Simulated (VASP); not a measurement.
# LuAg3P4 (P-3m1) in VASP: notebook

LuAg3P4 is run at these levels: PBE; tasks: single point.

All numbers are computed with VASP 6.6.1; they aren't measurements. Logs are shortened: lines on timing, memory, paths and dates and some standing lists are left out, and cuts for length are marked.

## 1. The cell of the first run

It takes space group P-3m1 (No. 164, trigonal). The conventional cell has a = 4.494 Å, b = 4.494 Å, c = 8.490 Å, α = 90.00°, β = 90.00°, γ = 120.00°. Within 4.0 Å of Lu (site symmetry -3m) lie 6 P at 3.01 Å and 6 Ag at 3.07 Å. Within 3.5 Å of Ag (site symmetry 3m) lie 8 P at 2.60 to 3.43 Å and 3 Lu at 3.07 Å. Ag (site symmetry -3m) has 6 P at 2.62 Å within 3.5 Å. Within 3.2 Å of P (site symmetry 3m) lie 1 P at 2.36 Å and 4 Ag at 2.60 to 3.16 Å and 3 Lu at 3.01 Å. Within 3.1 Å of P (site symmetry 3m) lie 4 P at 2.36 to 2.69 Å and 4 Ag at 2.62 to 2.97 Å.

The cell was built from a structure type or drawn by symmetry, and may not be a known phase.

## 2. Single point, PBE

Contents of INCAR:

```
ALGO     = Normal         # electronic algorithm
EDIFF    = 1E-6           # SCF threshold, eV
ENCUT    = 520            # plane-wave cutoff, eV
GGA      = PE             # functional
ISIF     = 2              # what is computed and relaxed
ISMEAR   = 0              # smearing method
LASPH    = True           # aspherical terms in the spheres
LCHARG   = False          # write CHGCAR
LREAL    = False          # projectors in reciprocal space
LWAVE    = False          # write WAVECAR
NBANDS   = 49             # bands
NELM     = 100            # most SCF steps
PREC     = Accurate       # precision mode
SIGMA    = 0.1            # smearing width, eV
```

Contents of KPOINTS:

```
k-points
0
Gamma
  6 6 2
```

Contents of POSCAR:

```
LuAg3P4
1.0
    4.4942544611     -0.0000000025      0.0000000000
   -2.2471272284      3.8921385357      0.0000000000
    0.0000000000      0.0000000000      8.4902334237
Lu Ag P
1 3 4
Direct
    0.0000000000      0.0000000000      0.0000000000
    0.3333333333      0.6666666667      0.1927346823
    0.6666666667      0.3333333333      0.8072653177
    0.0000000000      0.0000000000      0.5000000000
    0.3333333333      0.6666666667      0.8206211009
    0.6666666667      0.3333333333      0.1793788991
    0.3333333333      0.6666666667      0.5422893978
    0.6666666667      0.3333333333      0.4577106022
```

Potentials or basis: VASP PAW PBE potentials, release 64 (Lu, Ag, P).

Command:

```
> cat potpaw_PBE.64/Lu/POTCAR potpaw_PBE.64/Ag/POTCAR potpaw_PBE.64/P/POTCAR > POTCAR
> mpirun -np 1 vasp_std > vasp.out
```

OUTCAR:

```text
EDIFF = 1E-6
   ENCUT = 520
   GGA = PE
   ISIF = 2
   ISMEAR = 0
   LASPH = True
   LREAL = False
   NELM = 100
   PREC = Accurate

 ion  position               nearest neighbor table
   1  0.000  0.000  0.000-   5 3.01   6 3.01   6 3.01   5 3.01   6 3.01   5 3.01   2 3.07   3 3.07
                             2 3.07   3 3.07   3 3.07   2 3.07
   2  0.333  0.667  0.193-   6 2.60   6 2.60   6 2.60   7 2.97   1 3.07   1 3.07   1 3.07   5 3.16

   3  0.667  0.333  0.807-   5 2.60   5 2.60   5 2.60   8 2.97   1 3.07   1 3.07   1 3.07   6 3.16

   4  0.000  0.000  0.500-   7 2.62   8 2.62   8 2.62   7 2.62   8 2.62   7 2.62
   5  0.333  0.667  0.821-   7 2.36   3 2.60   3 2.60   3 2.60   1 3.01   1 3.01   1 3.01   2 3.16

   6  0.667  0.333  0.179-   8 2.36   2 2.60   2 2.60   2 2.60   1 3.01   1 3.01   1 3.01   3 3.16

   7  0.333  0.667  0.542-   5 2.36   4 2.62   4 2.62   4 2.62   8 2.69   8 2.69   8 2.69   2 2.97

   8  0.667  0.333  0.458-   6 2.36   4 2.62   4 2.62   4 2.62   7 2.69   7 2.69   7 2.69   3 2.97

  LATTYP: Found a hexagonal cell.
 ALAT       =     4.4942544611
 C/A-ratio  =     1.8891305548

  Lattice vectors:

 A1 = (   4.4942544611,  -0.0000000025,   0.0000000000)
 A2 = (  -2.2471272284,   3.8921385357,   0.0000000000)
 A3 = (   0.0000000000,   0.0000000000,   8.4902334237)

Analysis of symmetry for initial positions (statically):
=====================================================================
 Subroutine PRICEL returns:
 Original cell was already a primitive cell.

 Routine SETGRP: Setting up the symmetry group for a
 hexagonal supercell.

 Subroutine GETGRP returns: Found 12 space group operations
 (whereof 12 operations were pure point group operations)
 out of a pool of 24 trial point group operations.

The static configuration has the point symmetry D_3d.

Analysis of symmetry for dynamics (positions and initial velocities):
=====================================================================
 Subroutine PRICEL returns:
 Original cell was already a primitive cell.

 Routine SETGRP: Setting up the symmetry group for a
 hexagonal supercell.

 Subroutine GETGRP returns: Found 12 space group operations
 (whereof 12 operations were pure point group operations)
 out of a pool of 24 trial point group operations.

The dynamic configuration has the point symmetry D_3d.

 Subroutine INISYM returns: Found 12 space group operations
 (whereof 12 operations are pure point group operations),
 and found     1 'primitive' translations
[... 101 lines left out ...]
   NFREE  =      0    steps in history (QN), initial steepest desc. (CG)
   ISIF   =      2    stress and relaxation
   ISYM   =      2    0-nonsym 1-usesym 2-fastsym
   POTIM  = 0.5000    time-step for ionic-motion
   TEBEG  =    0.0;   TEEND  =   0.0 temperature during run
   PSTRESS=    0.0 pullay stress
   NELECT =      78.0000    total number of electrons
   NUPDOWN=      -1.0000    fix difference up-down
   EMIN   =  10.00;   EMAX   =-10.00  energy-range for DOS
   EFERMI =   0.00;   METHOD = LEGACY
   ISMEAR =     0;   SIGMA  =   0.10  broadening in eV -4-tet -1-fermi 0-gaus
   EFERMI_NEDOS =   21; number of points for ismear=-14 and -15
   IALGO  =     38    algorithm
   IMIX   =      4    mixing-type and parameters
     AMIX     =   0.40;   BMIX     =  1.00
     AMIX_MAG =   1.60;   BMIX_MAG =  1.00
  volume/ion in A,a.u.               =      18.56       125.28
  Fermi-wavevector in a.u.,A,eV,Ry     =   1.320843  2.496031 23.737078  1.744626
  Thomas-Fermi vector in A             =   2.450640
   LORBIT       =      0    0 simple, 1 ext, 2 COOP (PROOUT), +10 PAW based schemes
   GGA     = PE    functional components
   LHFCALC =     F    Hartree Fock is set to
   AEXX    =    0.0000 exact exchange contribution
   IVDW    =     0    specifies the selected vdW correction
   LEPSILON=     F    determine dielectric tensor
   LRPA    =     F    only Hartree local field effects (RPA)
 non-spin polarized calculation
 Gauss-broadening in eV      SIGMA  =   0.10
  energy-cutoff  :      520.00
  volume of cell :      148.51
 maximum number of plane-waves:      4052
 NGX is ok and might be reduce to    36
   NGX = 17   NGY = 17   NGZ = 31

 number of electron      77.9999991 magnetization

 Free energy of the ion-electron system (eV)
  ---------------------------------------------------
  ext. energy  EPLUGINS =         0.00000000
  ---------------------------------------------------
  free energy    TOTEN  =       -34.39995880 eV

  energy without entropy =      -34.38429720  energy(sigma->0) =      -34.39212800

 E-fermi :   7.3584     XC(G=0): -11.0951

 val. band max:        7.3111888059   @ k =   0.0000   0.0000   0.5000
 cond. band min:       7.3999901563   @ k =   0.3333   0.1667   0.0000
 fundamental gap:      0.0888013504
 Fermi energy:         7.3583596066

 k-point     1 :       0.0000    0.0000    0.0000
  band No.  band energies     occupation
      1     -49.7190      2.00000
      2     -20.4037      2.00000
      3     -20.3695      2.00000
      4     -20.3695      2.00000
      5      -6.6500      2.00000
      6      -4.4874      2.00000
[... 717 lines left out ...]
     48      11.4443      0.00000
     49      12.1364      0.00000

------------------------ aborting loop because EDIFF is reached ----------------------------------------

  FORCE on cell =-STRESS in cart. coord.  units (eV):
  Direction    XX          YY          ZZ          XY          YZ          ZX
  --------------------------------------------------------------------------------------
  -------------------------------------------------------------------------------------
  Total        0.0913564      0.0913564      0.0237508     -0.0000000      0.0000000     -0.0000000
  in kB        0.9855622      0.9855622      0.2562265     -0.0000000      0.0000000     -0.0000000
  external PRESSURE =       0.7424503 kB  Pullay stress =       0.0000000 kB

 VOLUME and BASIS-vectors are now :
 -----------------------------------------------------------------------------
  energy-cutoff  :      520.00
  volume of cell :      148.51
      direct lattice vectors                 reciprocal lattice vectors
     4.494254461 -0.000000003  0.000000000     0.222506315  0.128464081  0.000000000
    -2.247127228  3.892138536  0.000000000     0.000000000  0.256928162  0.000000000
     0.000000000  0.000000000  8.490233424     0.000000000  0.000000000  0.117782392

 POSITION                                       TOTAL-FORCE (eV/Angst)
 -----------------------------------------------------------------------------------
      0.00000      0.00000      0.00000        -0.000000      0.000000      0.000000
      0.00000      2.59476      1.63636         0.000000      0.000000     -0.004457
      2.24713      1.29738      6.85387         0.000000     -0.000000      0.004457
      0.00000      0.00000      4.24512        -0.000000      0.000000      0.000000
      0.00000      2.59476      6.96726        -0.000000      0.000000     -0.052240
      2.24713      1.29738      1.52297        -0.000000     -0.000000      0.052240
      0.00000      2.59476      4.60416        -0.000000      0.000000      0.023194
      2.24713      1.29738      3.88607        -0.000000      0.000000     -0.023194
 -----------------------------------------------------------------------------------
    total drift:                                0.000000      0.000000      0.000000

  FREE ENERGIE OF THE ION-ELECTRON SYSTEM (eV)
  ---------------------------------------------------
  free  energy   TOTEN  =       -34.3999587971 eV

  energy  without entropy=      -34.3842971958  energy(sigma->0) =      -34.39212800
```

OSZICAR:

```text
N       E                     dE             d eps       ncg     rms          rms(c)
DAV:   1     0.556247328361E+03    0.55625E+03   -0.33560E+04  1966   0.393E+03
DAV:   2     0.435972970237E+02   -0.51265E+03   -0.48069E+03  1628   0.653E+02
DAV:   3    -0.311029579135E+02   -0.74700E+02   -0.70937E+02  1486   0.141E+02
DAV:   4    -0.367226098681E+02   -0.56197E+01   -0.54950E+01  1934   0.391E+01
DAV:   5    -0.369785676954E+02   -0.25596E+00   -0.25501E+00  2095   0.660E+00    0.152E+01
DAV:   6    -0.346089686724E+02    0.23696E+01   -0.14891E+01  1748   0.313E+01    0.139E+01
DAV:   7    -0.344621408847E+02    0.14683E+00   -0.25448E+00  1951   0.220E+01    0.737E+00
DAV:   8    -0.344182978066E+02    0.43843E-01   -0.59766E-01  1998   0.823E+00    0.178E+00
DAV:   9    -0.343996490588E+02    0.18649E-01   -0.11648E-01  1997   0.356E+00    0.442E-01
DAV:  10    -0.343998283390E+02   -0.17928E-03   -0.94208E-03  2151   0.729E-01    0.355E-01
DAV:  11    -0.344000079589E+02   -0.17962E-03   -0.59908E-04  2120   0.542E-01    0.204E-01
DAV:  12    -0.343999865012E+02    0.21458E-04   -0.53421E-04  1910   0.248E-01    0.661E-02
DAV:  13    -0.343999726666E+02    0.13835E-04   -0.98333E-05  1975   0.692E-02    0.432E-02
DAV:  14    -0.343999632866E+02    0.93801E-05   -0.22320E-05  2000   0.323E-02    0.273E-02
DAV:  15    -0.343999585510E+02    0.47355E-05   -0.18650E-05  1950   0.305E-02    0.777E-03
DAV:  16    -0.343999587971E+02   -0.24604E-06   -0.35692E-06  1536   0.176E-02
   1 F= -.34399959E+02 E0= -.34392128E+02  d E =-.156616E-01
```

stdout:

```text
POSCAR found type information on POSCAR LuAgP
 POSCAR found :  3 types and       8 ions
 scaLAPACK will be used
 LDA part: xc-table for (Slater+PW92), standard interpolation
 POSCAR, INCAR and KPOINTS ok, starting setup
 FFT: planning ... GRIDC
 FFT: planning ... GRID_SOFT
 FFT: planning ... GRID
 WAVECAR not read
 entering main loop
```

Wall time 64 s (1 thread of Intel Xeon 6975P-C (Granite Rapids), shared host); peak memory 0.33 GiB.

Results:

```yaml
Free_energy: -34.4000 eV
Pressure: 0.1 GPa
Largest_force: 0.052 eV/Å
Band_gap_on_the_k_mesh: zero (bands 39 and 40 overlap by 1.02 eV)
```

Forces on the atoms (eV/Å):
```
Lu   0.000  0.000  0.000
Ag   0.000  0.000 -0.004
Ag   0.000  0.000  0.004
Ag   0.000  0.000  0.000
P    0.000  0.000 -0.052
P    0.000  0.000  0.052
P    0.000  0.000  0.023
P    0.000  0.000 -0.023
```

Levels at points of the mesh, in eV from the Fermi level:
```tsv
k point	band 36	band 37	band 38	band 39	band 40	band 41	band 42	band 43
(0.00, 0.00, 0.00)	-1.59	-1.05	-1.05	-0.42	-0.25	-0.25	0.30	1.28
(0.50, 0.00, 0.00)	-2.46	-2.15	-2.00	-0.43	-0.30	0.85	1.56	2.08
(0.00, 0.00, 0.50)	-1.72	-1.28	-1.28	-0.81	-0.64	-0.05	-0.05	0.99
(0.50, 0.00, 0.50)	-2.60	-2.49	-2.21	-0.61	0.40	1.71	2.19	2.47
```

Caveat: the k points lie up to 0.37 Å⁻¹ apart, too coarse for converged energies and pressures of a metal; spin-orbit coupling is left out, which moves the levels of the heavy elements.

## 3. Single point, PBE

This run uses another cell than the first one, of 22.54 Å³/atom.

Contents of INCAR:

```
ALGO = Normal
EDIFF = 1E-7
ENCUT = 520
GGA = PE
ISIF = 2
ISMEAR = 0
LASPH = True
LCHARG = False
LREAL = False
LWAVE = False
NBANDS = 49
NELM = 60
PREC = Accurate
SIGMA = 0.1
```

KPOINTS is that of step 2.

Contents of POSCAR:

```
LuAg3P4
1.0
    5.2166473500      0.0000000000      0.0000000000
   -2.6083236700      4.5177491300      0.0000000000
    0.0000000000      0.0000000000      7.6523882200
Lu Ag P
1 3 4
Direct
    0.0000000000      0.0000000000      0.0000000000
    0.3333333300      0.6666666700      0.0879454500
    0.6666666700      0.3333333300      0.9120545500
    0.0000000000      0.0000000000      0.5000000000
    0.3333333300      0.6666666700      0.7557304200
    0.6666666700      0.3333333300      0.2442695800
    0.3333333300      0.6666666700      0.4523178300
    0.6666666700      0.3333333300      0.5476821700
```

Potentials or basis: VASP PAW PBE potentials, release 64 (Lu, Ag, P).

Command:

```
> cat potpaw_PBE.64/Lu/POTCAR potpaw_PBE.64/Ag/POTCAR potpaw_PBE.64/P/POTCAR > POTCAR
> mpirun -np 1 vasp_std > vasp.out
```

Run time: 87 s. Hardware: 1 thread of Intel Xeon 6975P-C (Granite Rapids), shared host; peak memory 0.36 GiB.

Results (log left out):

```
Free energy            : -30.2725 eV
Pressure               : -8.7 GPa
Largest force          : 1.498 eV/Å
Band gap on the k mesh : zero (bands 39 and 40 overlap by 0.39 eV)
```

Forces in eV/Å, atoms in the order of the input:
```
Lu   0.000  0.000  0.000
Ag   0.000  0.000  0.558
Ag   0.000  0.000 -0.558
Ag   0.000  0.000  0.000
P    0.000  0.000  0.027
P    0.000  0.000 -0.027
P    0.000  0.000  1.498
P    0.000  0.000 -1.498
```

Stress tensor (GPa, compression positive):
```
-8.62  0.00  0.00
 0.00 -8.62  0.00
 0.00  0.00 -8.82
```

Levels at points of the mesh, in eV from the Fermi level:
```csv
k point,band 36,band 37,band 38,band 39,band 40,band 41,band 42,band 43
"(0.00, 0.00, 0.00)",-1.43,-0.53,-0.53,-0.26,-0.14,-0.14,0.37,0.76
"(0.50, 0.00, 0.00)",-1.18,-0.83,-0.67,-0.07,0.42,0.89,1.17,1.37
"(0.00, 0.00, 0.50)",-1.99,-1.50,-0.96,-0.96,0.19,0.40,0.40,0.84
"(0.50, 0.00, 0.50)",-2.09,-1.91,-0.67,-0.19,-0.17,1.19,1.48,1.54
```

Caveat: the k points lie up to 0.41 Å⁻¹ apart; spin-orbit coupling is left out, which moves the levels of the heavy elements; forces of over 1 eV/Å act on the atoms, so gaps and moduli don't describe the material at rest.
